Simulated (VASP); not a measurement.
Input of a VASP 6.6.1 run:

The input INCAR:

```
PREC = Accurate
ENCUT = 560
EDIFF = 1E-6
ISMEAR = 0
SIGMA = 0.15
LREAL = F
LASPH = T
NELM = 120
ALGO = Normal
ISIF = 2
LWAVE = F
LCHARG = F
NBANDS = 22
GGA_COMPAT = F
```

File KPOINTS:

```
Automatic mesh
0
Gamma
  21 21 12
```

The input POSCAR:

```
Re
1.0
    2.7653363785      0.0000000000      0.0000000000
   -1.3826681893      2.3948515538      0.0000000000
    0.0000000000      0.0000000000      4.4735766300
Re
2
Direct
    0.3333333333      0.6666666667      0.2500000000
    0.6666666667      0.3333333333      0.7500000000
```

Potentials or basis: VASP PAW LDA potentials, release 64 (Re_sv_GW).

Command:

```sh
$ cat potpaw_LDA.64/Re_sv_GW/POTCAR > POTCAR
$ mpirun -np 1 vasp_std > vasp.out
```

(1) Estimate the band gap on the k mesh.

(2) Estimate the pressure.

Answers

(1) zero (bands 15 and 16 overlap by 3.33 eV).

(2) -12.6 GPa.

Caveat: the cell stands under tension; spin-orbit coupling is left out, which moves the levels of the heavy elements.
